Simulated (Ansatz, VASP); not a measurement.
## Zr3S: VASP beside Ansatz

The input INCAR:

```
PREC = Accurate
ENCUT = 600
EDIFF = 1E-7
ISMEAR = 0
SIGMA = 0.1
LREAL = F
LASPH = T
NELM = 80
ALGO = Normal
ISIF = 3
LWAVE = F
LCHARG = F
GGA = PS
IBRION = 2
NSW = 80
EDIFFG = -0.01
```

Contents of KPOINTS:

```
Automatic mesh
0
Gamma
  6 6 6
```

POSCAR

```
Zr3S
1.0
    5.8429701281      0.0000000000      0.0000000000
   -2.9214850641      5.0601605645      0.0000000000
    0.0000000000      0.0000000000      5.7004239412
Zr S
6 2
Direct
    0.0000000000      0.6810541026      0.5000000000
    0.0000000000      0.3189458974      0.0000000000
    0.6810541026      0.6810541026      0.0000000000
    0.6810541026      0.0000000000      0.5000000000
    0.3189458974      0.3189458974      0.5000000000
    0.3189458974      0.0000000000      0.0000000000
    0.6666666667      0.3333333333      0.7500000000
    0.3333333333      0.6666666667      0.2500000000
```

Input for Ansatz:

```yaml
crystal:
  lattice:
    - [5.8429701281, 0.0, 0.0]
    - [-2.9214850641, 5.0601605645, 0.0]
    - [0.0, 0.0, 5.7004239412]
  atoms:
    - { symbol: Zr, position: [0.0, 0.6810541026, 0.5] }
    - { symbol: Zr, position: [0.0, 0.3189458974, 0.0] }
    - { symbol: Zr, position: [0.6810541026, 0.6810541026, 0.0] }
    - { symbol: Zr, position: [0.6810541026, 0.0, 0.5] }
    - { symbol: Zr, position: [0.3189458974, 0.3189458974, 0.5] }
    - { symbol: Zr, position: [0.3189458974, 0.0, 0.0] }
    - { symbol: S, position: [0.6666666667, 0.3333333333, 0.75] }
    - { symbol: S, position: [0.3333333333, 0.6666666667, 0.25] }
basis:
  ecutwfc: 420
kpoints:
  mp_grid: { grid: [6, 6, 6] }
hamiltonian:
  xc: pbesol
scf:
  occupations: { method: gaussian, width: 0.1 }
output:
  forces: true
  stress: true
  eigenvalues: true
relax:
  adjacent_minimum: "off"
  f_tol: 0.01
  max_steps: 60
  cell: { stress_tol: 0.1 }
```

Alike in both runs: task relaxation of cell and atoms; functional PBEsol; k mesh 6 × 6 × 6; occupations gaussian, width 0.1 eV; no spin polarisation.

|  | VASP | Ansatz |
| --- | --- | --- |
| version | VASP 6.6.1 | Ansatz 0.2.0 |
| potentials or method | VASP PAW PBE potentials, release 64 (Zr_sv, S), cutoff 600 eV | scalar-relativistic, plane waves, PAW |
| valence electrons in the cell | 84 | 84 |

```csv
,VASP,Ansatz,Ansatz less VASP
"gap on the k mesh at the Fermi level, each at its own relaxed structure (eV)",none,none,-
relaxed volume (Å³/atom),21.10,21.07,-0.033
relaxed cell length with the largest relative difference (Å),5.704,5.700,-0.0035
```

VASP's potentials were made for PBE, not for PBEsol. A gap of «none» marks a metal or a gap that the smearing closes.
